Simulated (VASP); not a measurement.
# LiMg32O32 (a cell with a defect) in VASP: single point with PBEsol

Aim: the single point of LiMg32O32 (a cell with a defect) with PBEsol.

Everything below comes from runs of VASP 6.6.1. Logs are shortened: lines on timing, memory, paths and dates and some standing lists are left out, and cuts for length are marked.

### 1 The cell of the first run

The cell holds a defect, 65 atoms: a = 8.429 Å, b = 8.429 Å, c = 8.429 Å, α = 90.00°, β = 90.00°, γ = 90.00°.

### 2 Single point, PBEsol

The input, INCAR:

```
  PREC = Accurate
  ENCUT = 520
  EDIFF = 1E-6
  ISMEAR = -1
  SIGMA = 0.05
  LREAL = Auto
  LASPH = T
  NELM = 60
  ALGO = Normal
  ISIF = 2
  LWAVE = F
  LCHARG = T
  GGA = PS
  LELF = T
  LVHAR = T
  NELECT = 258.0
  NBANDS = 168
```

The input, KPOINTS:

```
regular mesh
0
Gamma
  1 1 1
```

The input, POSCAR:

```
LiMg32O32
1.0
    8.4288080000      0.0000000000      0.0000000000
    0.0000000000      8.4288080000      0.0000000000
    0.0000000000      0.0000000000      8.4288080000
O Mg Li
32 32 1
Direct
    0.2507960000      0.0005870000      0.0002510000
    0.2492490000      0.9972090000      0.5006730000
    0.2492560000      0.5009960000      0.9968770000
    0.2531870000      0.4969890000      0.4966460000
    0.7503870000      0.9998540000      0.9995360000
    0.7496610000      0.0006100000      0.4991640000
    0.7496700000      0.4995030000      0.0002780000
    0.7530810000      0.5010210000      0.5006890000
    0.0010050000      0.2503700000      0.0002450000
    0.9976050000      0.2488090000      0.5006900000
    0.0002950000      0.7499550000      0.9995400000
    0.0010290000      0.7492580000      0.4991770000
    0.5014360000      0.2488270000      0.9968800000
    0.4974140000      0.2527990000      0.4966090000
    0.4999270000      0.7492500000      0.0002740000
    0.5014340000      0.7526350000      0.5006920000
    0.0010080000      0.0005730000      0.2500550000
    0.0002830000      0.9998640000      0.7496370000
    0.9976340000      0.5009980000      0.2484950000
    0.0010300000      0.4994970000      0.7489230000
    0.5014180000      0.9971970000      0.2484940000
    0.4999340000      0.0006130000      0.7489180000
    0.4973960000      0.4969730000      0.2524750000
    0.5014330000      0.5010100000      0.7522960000
    0.2532480000      0.2528210000      0.2524780000
    0.2492610000      0.2488280000      0.7522930000
    0.2492560000      0.7526270000      0.2485000000
    0.2508100000      0.7492450000      0.7489020000
    0.7530600000      0.2488300000      0.2484890000
    0.7496460000      0.2503810000      0.7489080000
    0.7496620000      0.7492360000      0.2500570000
    0.7503860000      0.7499600000      0.7496380000
    0.0002230000      0.9997870000      0.9994640000
    0.9974480000      0.9970170000      0.5001360000
    0.9974580000      0.5004540000      0.9967120000
    0.0003670000      0.5000320000      0.4996960000
    0.5008880000      0.9970450000      0.9967090000
    0.5004480000      0.9999670000      0.4997040000
    0.5004540000      0.5000180000      0.9996240000
    0.5172720000      0.5168130000      0.5164570000
    0.2502180000      0.2498010000      0.9996290000
    0.2334820000      0.2331060000      0.5163840000
    0.2498000000      0.7528080000      0.9967050000
    0.2502300000      0.7498630000      0.4997090000
    0.7532230000      0.2493680000      0.9967090000
    0.7502900000      0.2498090000      0.4997060000
    0.7504800000      0.7500520000      0.9994760000
    0.7532690000      0.7528390000      0.5001550000
    0.2502180000      0.9999360000      0.2494830000
    0.2497920000      0.9970390000      0.7524570000
    0.2335170000      0.5167170000      0.2327510000
    0.2502240000      0.5000480000      0.7495440000
    0.7532160000      0.9970290000      0.2490510000
    0.7504660000      0.9998170000      0.7497220000
    0.7503090000      0.5000300000      0.2494660000
    0.7532660000      0.5004670000      0.7525240000
    0.0003690000      0.2497900000      0.2494730000
    0.9974580000      0.2493750000      0.7524760000
    0.9974510000      0.7527870000      0.2490460000
    0.0002250000      0.7500360000      0.7497250000
    0.5171340000      0.2331070000      0.2327890000
    0.5004540000      0.2498230000      0.7495470000
    0.5004700000      0.7498680000      0.2494740000
    0.5009020000      0.7528240000      0.7525130000
    0.3753440000      0.3749620000      0.3746220000
```

Potentials or basis: VASP PAW PBE potentials, release 64 (O, Mg, Li_sv).

The run is started by

```console
$ cat potpaw_PBE.64/O/POTCAR potpaw_PBE.64/Mg/POTCAR potpaw_PBE.64/Li_sv/POTCAR > POTCAR
$ mpirun -np 1 vasp_gam > vasp.out
```

OUTCAR:

```text
PREC = Accurate
   ENCUT = 520
   EDIFF = 1E-6
   ISMEAR = -1
   LREAL = Auto
   LASPH = T
   NELM = 60
   ISIF = 2
   GGA = PS
   NELECT = 258.0

 ion  position               nearest neighbor table
   1  0.251  0.001  0.000-  43 2.09  50 2.09  41 2.10  49 2.10  37 2.11  33 2.11
   2  0.249  0.997  0.501-  42 2.00  44 2.08  49 2.12  38 2.12  50 2.12  34 2.12
   3  0.249  0.501  0.997-  51 2.00  52 2.08  41 2.12  39 2.12  35 2.12  43 2.12
   4  0.253  0.497  0.497-  65 1.78  36 2.13  44 2.13  52 2.13  42 2.24  51 2.24  40 2.24
   5  0.750  1.000  1.000-  37 2.10  45 2.10  53 2.10  47 2.11  54 2.11  33 2.11
   6  0.750  0.001  0.499-  48 2.09  34 2.09  46 2.10  38 2.10  53 2.11  54 2.11
   7  0.750  0.500  0.000-  56 2.09  35 2.09  55 2.10  39 2.10  45 2.11  47 2.11
   8  0.753  0.501  0.501-  40 2.00  36 2.08  46 2.12  55 2.12  48 2.12  56 2.12
   9  0.001  0.250  0.000-  58 2.09  45 2.09  41 2.10  57 2.10  35 2.11  33 2.11
  10  0.998  0.249  0.501-  42 2.00  46 2.08  57 2.12  36 2.12  58 2.12  34 2.12
  11  0.000  0.750  1.000-  35 2.10  43 2.10  59 2.10  60 2.11  47 2.11  33 2.11
  12  0.001  0.749  0.499-  34 2.09  48 2.09  44 2.10  36 2.10  59 2.11  60 2.11
  13  0.501  0.249  0.997-  61 2.00  62 2.08  39 2.12  41 2.12  37 2.12  45 2.12
  14  0.497  0.253  0.497-  65 1.78  38 2.13  46 2.13  62 2.13  61 2.24  42 2.24  40 2.24
  15  0.500  0.749  0.000-  64 2.09  37 2.09  63 2.10  39 2.10  43 2.11  47 2.11
  16  0.501  0.753  0.501-  40 2.00  38 2.08  44 2.12  63 2.12  64 2.12  48 2.12
  17  0.001  0.001  0.250-  59 2.09  53 2.09  49 2.10  57 2.10  34 2.11  33 2.11
[... 66 lines left out ...]
                            56 2.95  35 2.95  54 2.96  33 2.96  41 2.98  46 2.98  36 3.00  52 3.00
  59  0.997  0.753  0.249-  17 2.09  31 2.09  11 2.10  12 2.11  19 2.12  27 2.12  51 2.82  53 2.91
                            48 2.95  34 2.95  47 2.96  33 2.96  55 2.98  49 2.98  36 3.00  44 3.00
  60  0.000  0.750  0.750-  11 2.11  18 2.11  32 2.11  20 2.11  12 2.11  28 2.11  48 2.96  56 2.96
                            43 2.96  35 2.96  50 2.96  34 2.96  33 2.98  47 2.98  54 2.98  52 2.98
  61  0.517  0.233  0.233-  13 2.00  21 2.00  29 2.00  65 2.07  14 2.24  23 2.24  25 2.24  37 2.82
                            53 2.82  45 2.82  38 2.99  46 2.99  39 2.99  41 2.99  49 2.99  55 2.99
  62  0.500  0.250  0.750-  13 2.08  30 2.10  22 2.10  24 2.12  26 2.12  14 2.13  46 2.98  38 2.98
                            45 2.98  37 2.98  54 2.98  39 2.98  41 2.98  52 2.98  40 2.99  42 2.99
  63  0.500  0.750  0.249-  21 2.08  31 2.10  15 2.10  27 2.12  16 2.12  23 2.13  55 2.98  39 2.98
                            53 2.98  37 2.98  47 2.98  49 2.98  38 2.98  44 2.98  40 2.99  51 2.99
  64  0.501  0.753  0.753-  15 2.09  22 2.09  32 2.10  28 2.11  24 2.12  16 2.12  40 2.82  37 2.91
                            43 2.95  50 2.95  47 2.96  54 2.96  39 2.98  38 2.98  52 3.00  44 3.00
  65  0.375  0.375  0.375-   4 1.78  23 1.78  14 1.78  25 1.78  51 2.07  61 2.07  42 2.07  40 2.07

  LATTYP: Found a simple cubic cell.
 ALAT       =     8.4288080000

  Lattice vectors:

 A1 = (   8.4288080000,   0.0000000000,   0.0000000000)
 A2 = (   0.0000000000,   8.4288080000,   0.0000000000)
 A3 = (   0.0000000000,   0.0000000000,   8.4288080000)

Analysis of symmetry for initial positions (statically):
[... 245 lines left out ...]
   IMIX   =      4    mixing-type and parameters
     AMIX     =   0.40;   BMIX     =  1.00
     AMIX_MAG =   1.60;   BMIX_MAG =  1.00
  volume/ion in A,a.u.               =       9.21        62.17
  Fermi-wavevector in a.u.,A,eV,Ry     =   1.236465  2.336580 20.801216  1.528846
  Thomas-Fermi vector in A             =   2.371073
   LORBIT       =      0    0 simple, 1 ext, 2 COOP (PROOUT), +10 PAW based schemes
   GGA     = PS    functional components
   LHFCALC =     F    Hartree Fock is set to
   AEXX    =    0.0000 exact exchange contribution
   IVDW    =     0    specifies the selected vdW correction
   LEPSILON=     F    determine dielectric tensor
   LRPA    =     F    only Hartree local field effects (RPA)
 non-spin polarized calculation
  energy-cutoff  :      520.00
  volume of cell :      598.82
 maximum number of plane-waves:      8068
 NGX is ok and might be reduce to    64
   NGX = 31   NGY = 31   NGZ = 31

 number of electron     257.9999952 magnetization

 Free energy of the ion-electron system (eV)
  ---------------------------------------------------
  ext. energy  EPLUGINS =         0.00000000
  ---------------------------------------------------
  free energy    TOTEN  =      -405.33578019 eV

  energy without entropy =     -405.33578019  energy(sigma->0) =     -405.33578019

 E-fermi :   4.4976     XC(G=0): -11.3143

 val. band max:        3.1282478938   @ k =   0.0000   0.0000   0.0000
 cond. band min:       7.7702723046   @ k =   0.0000   0.0000   0.0000
 fundamental gap:      4.6420244108
 Fermi energy:         4.4975801506

 k-point     1 :       0.0000    0.0000    0.0000
  band No.  band energies     occupation
      1     -39.7526      2.00000
      2     -14.0551      2.00000
      3     -13.3210      2.00000
      4     -13.3208      2.00000
      5     -13.3207      2.00000
      6     -13.3189      2.00000
[... 133 lines left out ...]
    140      11.1455      0.00000
    141      12.0364      0.00000
 [bands above 141 left out]

------------------------ aborting loop because EDIFF is reached ----------------------------------------

  FORCE on cell =-STRESS in cart. coord.  units (eV):
  Direction    XX          YY          ZZ          XY          YZ          ZX
  --------------------------------------------------------------------------------------
  -------------------------------------------------------------------------------------
  Total       -1.0209005     -1.0145126     -1.0360126     -0.0097164      0.0008905      0.0098194
  in kB       -2.7314642     -2.7143731     -2.7718974     -0.0259966      0.0023825      0.0262722
  external PRESSURE =      -2.7392449 kB  Pullay stress =       0.0000000 kB

 VOLUME and BASIS-vectors are now :
 -----------------------------------------------------------------------------
  energy-cutoff  :      520.00
  volume of cell :      598.82
      direct lattice vectors                 reciprocal lattice vectors
     8.428808000  0.000000000  0.000000000     0.118640738  0.000000000  0.000000000
     0.000000000  8.428808000  0.000000000     0.000000000  0.118640738  0.000000000
     0.000000000  0.000000000  8.428808000     0.000000000  0.000000000  0.118640738

 POSITION                                       TOTAL-FORCE (eV/Angst)
 -----------------------------------------------------------------------------------
      2.11391      0.00495      0.00212         0.005748      0.009601      0.009265
      2.10087      8.40528      4.22008         0.000957     -0.001018     -0.000796
      2.10093      4.22280      8.40248         0.002042     -0.000911     -0.000575
      2.13406      4.18902      4.18613        -0.009761      0.014353      0.015885
      6.32487      8.42758      8.42490         0.003014      0.002644     -0.000654
      6.31875      0.00514      4.20736        -0.009404      0.007777     -0.009211
[... 57 lines left out ...]
      4.22201      6.34541      6.34279        -0.003335     -0.002293     -0.003741
      3.16370      3.16048      3.15762         0.000299     -0.000142     -0.000028
 -----------------------------------------------------------------------------------
    total drift:                                0.021995     -0.014941     -0.017426

  FREE ENERGIE OF THE ION-ELECTRON SYSTEM (eV)
  ---------------------------------------------------
  free  energy   TOTEN  =      -405.3357801891 eV

  energy  without entropy=     -405.3357801891  energy(sigma->0) =     -405.33578019
```

Run time: 2.8 min. Hardware: 1 thread of Intel Xeon Platinum 8375C at 2.90GHz (Ice Lake), shared host; peak memory 0.55 GiB.

What came out:

| Item | Value |
| --- | --- |
| Free energy | -405.3358 eV |
| Largest force | 0.024 eV/Å |

Forces in eV/Å, atoms in the order of the input:
```
O    0.006  0.010  0.009
O    0.001 -0.001 -0.001
O    0.002 -0.001 -0.001
O   -0.010  0.014  0.016
O    0.003  0.003 -0.001
O   -0.009  0.008 -0.009
O   -0.009 -0.010  0.008
O    0.000 -0.003 -0.003
O    0.012  0.004  0.010
O   -0.002  0.003 -0.003
O    0.003  0.000  0.000
O    0.009 -0.010 -0.008
O   -0.002  0.002  0.000
O    0.013 -0.010  0.018
O   -0.005 -0.013  0.008
O   -0.002  0.001 -0.003
O    0.011  0.011  0.001
O    0.003  0.002 -0.002
O   -0.002 -0.002  0.000
O    0.010 -0.007 -0.010
O    0.000 -0.001  0.002
O   -0.007  0.009 -0.011
O    0.015  0.016 -0.009
O    0.001 -0.003  0.002
O   -0.013 -0.011 -0.009
O    0.002  0.001  0.002
O    0.001  0.000  0.002
O    0.004 -0.009 -0.008
O   -0.001  0.001  0.002
O   -0.006  0.005 -0.009
O   -0.008 -0.012  0.002
O    0.001  0.000 -0.002
Mg   0.002  0.004  0.004
Mg   0.003  0.004 -0.001
Mg   0.002 -0.002  0.002
Mg  -0.009  0.004  0.005
Mg  -0.003  0.001  0.002
Mg   0.004 -0.010  0.005
Mg   0.003  0.005 -0.008
Mg  -0.008 -0.005 -0.004
Mg  -0.003 -0.004 -0.009
Mg   0.001 -0.002  0.003
Mg   0.003 -0.002  0.002
Mg  -0.004  0.010  0.004
Mg  -0.002  0.003  0.002
Mg   0.009 -0.005  0.004
Mg  -0.005 -0.003  0.003
Mg  -0.004 -0.002 -0.002
Mg  -0.004 -0.008 -0.004
Mg   0.003  0.003 -0.001
Mg  -0.001  0.003  0.001
Mg  -0.004  0.003  0.010
Mg  -0.002  0.002  0.003
Mg  -0.004  0.002 -0.003
Mg   0.008  0.004 -0.003
Mg  -0.004 -0.002 -0.004
Mg  -0.010 -0.004 -0.003
Mg   0.002  0.003 -0.003
Mg   0.003 -0.002  0.004
Mg   0.002 -0.002 -0.003
Mg   0.001 -0.001 -0.001
Mg   0.002 -0.005  0.010
Mg   0.002  0.010 -0.004
Mg  -0.003 -0.002 -0.004
Li   0.000  0.000  0.000
```

Levels at points of the mesh, in eV from the Fermi level:
| k point | band 126 | band 127 | band 128 | band 129 | band 130 | band 131 | band 132 | band 133 |
| --- | --- | --- | --- | --- | --- | --- | --- | --- |
| (0.00, 0.00, 0.00) | -1.96 | -1.37 | -1.37 | -1.37 | 3.27 | 6.30 | 6.30 | 6.30 |

Caveat: the k points lie up to 0.75 Å⁻¹ apart; the cell carries a net charge on a neutralising background, which shifts energy and pressure; the cell is charged against a uniform background, so pressure and absolute levels hang on convention; the cutoff is under 1.25 times the usual one of these potentials, so pressure, stress and relaxed cells hold a basis-set (Pulay) error; the PAW data sets were made with another functional, which shifts forces and pressure a little.
